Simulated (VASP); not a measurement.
Input of a VASP 6.6.1 run:

Contents of INCAR:

```
SYSTEM = CdS
  ALGO = Normal
  EDIFF = 1E-6
  ENCUT = 500
  GGA = PE
  GGA_COMPAT = .False.
  ISIF = 2
  ISMEAR = 0
  ISYM = 0
  LASPH = .True.
  LCHARG = .False.
  LREAL = .False.
  LWAVE = .False.
  NBANDS = 16
  NELM = 120
  PREC = Accurate
  SIGMA = 0.01
```

The input KPOINTS:

```
k-points
0
Gamma
  6 6 6
  0 0 0
```

File POSCAR:

```
CdS
1.0
    0.0000000000      2.9392138883      2.9392138883
    2.9392138883      0.0000000000      2.9392138883
    2.9392138883      2.9392138883      0.0000000000
Cd S
1 1
Direct
    0.0000000000      0.0000000000      0.0000000000
    0.2500000000      0.2500000000      0.2500000000
```

Potentials or basis: VASP PAW PBE potentials, release 64 (Cd, S).

Run with:

```console
$ cat potpaw_PBE.64/Cd/POTCAR potpaw_PBE.64/S/POTCAR > POTCAR
$ mpirun -np 1 vasp_std > vasp.out
```

Estimate the pressure.

1.7 GPa.

What does it give for the band gap on the k mesh?

1.10 eV.

PBE gaps usually lie below the measured ones, often by a third to a half.
